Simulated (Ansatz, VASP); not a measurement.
**ZrMo2C2: VASP beside Ansatz**

```
Zr Mo C
1.0
     4.18825    0.00000    0.00000
    -2.09412    3.62713    0.00000
     0.00000    0.00000    5.59041
Zr Mo C
1 2 2
Direct
  0.00000 0.00000 0.00000
  0.33333 0.66667 0.50000
  0.66667 0.33333 0.50000
  0.00000 0.00000 0.62086
  0.00000 0.00000 0.37914
```

Alike in both runs: functional PBE; k mesh 12 × 12 × 8; occupations gaussian, width 0.1 eV; no spin polarisation.

Ansatz relaxed the structure, and its values are those at the end. VASP's run is a single point on that final structure, the one shown.

```csv
,VASP,Ansatz
version,VASP 6.6.1,Ansatz 0.2.0
potentials or method,"VASP PAW PBE potentials, release 64 (Zr_sv, Mo_sv, C), cutoff 520 eV","scalar-relativistic, plane waves, PAW"
valence electrons in the cell,48,48
```

Ansatz gave:

| Property | Result |
| --- | --- |
| gap on the k mesh at the Fermi level (eV) | none |
| pressure (GPa) | 0.0 |
| rms of the force components (eV/Å) | 0.001 |

Problem. Which values does VASP return?

Solution. gap on the k mesh at the Fermi level (eV): none; pressure (GPa): 0.4; rms of the force components (eV/Å): 0.027.

A gap of «none» marks a metal or a gap that the smearing closes. The functional is the same, so the differences come from potentials, cutoffs and numerics.
